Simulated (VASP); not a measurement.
Input of a VASP 6.6.1 run:

POSCAR

```
TePb
1.0
    0.0000000000      3.2103229127      3.2103229127
    3.2103229127      0.0000000000      3.2103229127
    3.2103229127      3.2103229127      0.0000000000
Pb Te
1 1
Direct
    0.0000000000      0.0000000000      0.0000000000
    0.5000000000      0.5000000000      0.5000000000
```

INCAR.step1

```
SYSTEM = TePb
PREC = Accurate
ENCUT = 520
EDIFF = 1E-5
ISMEAR = 0
SIGMA = 0.01
LREAL = .False.
LASPH = .True.
NELM = 100
ALGO = Normal
ISIF = 2
LWAVE = .True.
GGA = PE
NBANDS = 17
```

INCAR.step2

```
SYSTEM = TePb
PREC = Accurate
ENCUT = 520
EDIFF = 1E-6
ISMEAR = 0
SIGMA = 0.01
LREAL = .False.
LASPH = .True.
NELM = 100
ALGO = Normal
ISIF = 2
LWAVE = .False.
LCHARG = .True.
GGA = PE
LHFCALC = .True.
HFSCREEN = 0.2079
PRECFOCK = Normal
LELF = .True.
LVHAR = .True.
ISTART = 1
NBANDS = 17
```

The input KPOINTS:

```
regular mesh
0
Gamma
  6 6 6
  0 0 0
```

Potentials or basis: VASP PAW PBE potentials, release 64 (Pb_d, Te).

Launch:

```bash
$ cat potpaw_PBE.64/Pb_d/POTCAR potpaw_PBE.64/Te/POTCAR > POTCAR
$ cp INCAR.step1 INCAR
$ mpirun -np 1 vasp_std > vasp.out
$ cp INCAR.step2 INCAR
$ mpirun -np 1 vasp_std > vasp.out
```

What does it give for the pressure?

1.9 GPa.

Predict the band gap on the k mesh.

1.02 eV.

Caveat: the cell differs from its parent crystal (strain -1.8%); the structure was generated, so it needn't be the stable form of TePb; the PAW data sets were made with another functional, which shifts forces and pressure a little; spin-orbit coupling is left out, which moves the levels of the heavy elements. A k mesh can miss the band edges.
